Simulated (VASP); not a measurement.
Here is a VASP 6.6.1 calculation.

Contents of INCAR:

```
  PREC = Accurate
  ENCUT = 520
  EDIFF = 1E-6
  ISMEAR = 0
  SIGMA = 0.15
  LREAL = F
  LASPH = T
  NELM = 80
  ALGO = Normal
  ISIF = 2
  LWAVE = F
  LCHARG = T
  GGA = PS
  LELF = T
  LVHAR = T
  NBANDS = 14
```

The input KPOINTS:

```
Automatic mesh
0
Gamma
  16 16 16
```

POSCAR

```
NbH2
1.0
    0.0000000000      2.2385093186      2.2385093186
    2.2385093186      0.0000000000      2.2385093186
    2.2385093186      2.2385093186      0.0000000000
Nb H
1 2
Direct
    0.0000000000      0.0000000000      0.0000000000
    0.2500000000      0.2500000000      0.2500000000
    0.7500000000      0.7500000000      0.7500000000
```

Potentials or basis: VASP PAW PBE potentials, release 64 (Nb_sv, H).

Launch:

```bash
$ cat potpaw_PBE.64/Nb_sv/POTCAR potpaw_PBE.64/H/POTCAR > POTCAR
$ mpirun -np 1 vasp_std > vasp.out
```

Estimate the pressure.

5.0 GPa.

Predict the band gap on the k mesh.

zero (an odd number of electrons rules out a gap without spin polarisation).

Caveat: the cell stands under pressure; the PAW data sets were made with another functional, which shifts forces and pressure a little; an odd number of electrons without spin polarisation forces a metal; a magnetic or distorted state may lie lower.
